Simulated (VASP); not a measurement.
Input of a VASP 6.6.1 run:

Contents of INCAR:

```
SYSTEM = PbS
PREC = Accurate
ENCUT = 520
EDIFF = 1E-6
ISMEAR = 0
SIGMA = 0.05
LREAL = .False.
LASPH = .True.
NELM = 100
ALGO = Normal
ISIF = 2
LWAVE = .False.
LCHARG = .False.
GGA = PE
NBANDS = 17
```

The input KPOINTS:

```
Automatic mesh
0
Gamma
  10 10 10
  0 0 0
```

POSCAR

```
PbS
1.0
    0.0000000000      3.0045317637      3.0045317637
    3.0045317637      0.0000000000      3.0045317637
    3.0045317637      3.0045317637      0.0000000000
Pb S
1 1
Direct
    0.5000000000      0.5000000000      0.5000000000
    0.0199698338      0.0199698338     -0.0199698338
```

Potentials or basis: VASP PAW PBE potentials, release 64 (Pb_d, S).

Run with:

```bash
$ cat potpaw_PBE.64/Pb_d/POTCAR potpaw_PBE.64/S/POTCAR > POTCAR
$ mpirun -np 1 vasp_std > vasp.out
```

Problem. Estimate the band gap on the k mesh.

Solution. 0.61 eV.

Problem. Estimate the pressure.

Solution. 0.1 GPa.

Forces on the atoms (eV/Å):
```
Pb   0.000  0.000  0.043
S    0.000  0.000 -0.043
```

Caveat: the cell differs from its parent crystal (atom 2 (S) moved 0.12 Å along z); spin-orbit coupling is left out, which moves the levels of the heavy elements. A k mesh can miss the band edges.
